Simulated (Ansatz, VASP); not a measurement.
## One calculation of TaW2N4, two programs

```
CELL_PARAMETERS angstrom
4.25186 0.00000 0.00000
0.00000 4.25186 0.00000
-2.12593 -2.12593 4.17954
ATOMIC_POSITIONS crystal
Ta 0.00000 0.00000 0.00000
W 0.75000 0.25000 0.50000
W 0.25000 0.75000 0.50000
N 0.73945 0.73945 0.47890
N 0.26055 0.26055 0.52110
N 0.50000 0.00000 0.00000
N 0.00000 0.50000 0.00000
```

Alike in both runs: task single point; functional PBE; k mesh 6 × 6 × 6; occupations gaussian, width 0.2 eV; no spin polarisation.

```csv
,VASP,Ansatz
version,VASP 6.6.1,Ansatz 0.2.0
potentials or method,"VASP PAW PBE potentials, release 64 (Ta_pv, W_sv, N), cutoff 520 eV","scalar-relativistic, plane waves, PAW"
valence electrons in the cell,59,61
```

|  | VASP | Ansatz | Ansatz less VASP |
| --- | --- | --- | --- |
| gap on the k mesh at the Fermi level (eV) | none | none | - |
| pressure (GPa) | 1.3 | 0.2 | -1.09 |
| traceless stress, the component that is largest in VASP (GPa) | 0.22 | 0.21 | -0.008 |
| rms of the force components (eV/Å) | 0.015 | 0.005 | -0.0102 |

Atom by atom the forces differ by 0.010 eV/Å (rms over components). A gap of «none» marks a metal or a gap that the smearing closes. VASP's potentials hold 59 valence electrons a cell and Ansatz's 61, so a difference there can come from the potentials and not from the codes.

Neither program's run includes spin-orbit coupling.
